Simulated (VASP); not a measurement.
Runs of VASP 6.6.1 on BiTe3. The structure is that of space group Pm-3m (No. 221), or close to it. The cells are those of the table. 

```tsv
task	cell	k mesh	cutoff (eV)	gap on the mesh (eV)	pressure (GPa)
single point	a = 5.397 Å, 4 atoms	4 × 4 × 4	520	none	(a)
single point	a = 6.032 Å, 4 atoms	4 × 4 × 4	520	none	0.1
relaxation of cell and atoms	relaxed from a = 5.397 Å, 4 atoms	4 × 4 × 4	600	none	-0.1
single point	a = 6.032 Å, 4 atoms	8 × 8 × 8	520	none	0.0
```

Alike in all rows: level PBE; potentials or basis VASP PAW PBE potentials, release 64 (Bi_d, Te); no spin polarisation; smearing gaussian 0.1 eV.

**Question.** Estimate the missing entries.

**Answer.** (a) 14.3.

Caveats: spin-orbit coupling is left out, which moves the levels of the heavy elements.

A k mesh can miss the band edges, and the runs leave out spin-orbit coupling on Bi, Te.

A gap of «none» marks levels without a gap at the run's occupations.
